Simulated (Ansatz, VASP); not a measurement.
# Al in VASP and in Ansatz

```
Al
1.0
     2.81535    0.00000    0.00000
    -1.40767    2.43816    0.00000
     0.00000    0.00000    4.64721
Al
2
Direct
  0.33333 0.66667 0.25000
  0.66667 0.33333 0.75000
```

Alike in both runs: task single point; functional LDA; k mesh 15 × 15 × 8; occupations fermi-dirac, width 0.08 eV; no spin polarisation.

```csv
,VASP,Ansatz
version,VASP 6.6.1,Ansatz 0.2.0
potentials or method,"VASP PAW LDA potentials, release 64 (Al), cutoff 520 eV","all-electron LAPW, scalar-relativistic"
```

```csv
,VASP,Ansatz,Ansatz less VASP
pressure (GPa),0.1,0.0,-0.06
```

LDA's correlation is that of Perdew and Zunger in VASP and of Perdew and Wang (1992) in Ansatz. Ansatz ran all-electron here, and VASP with PAW potentials.
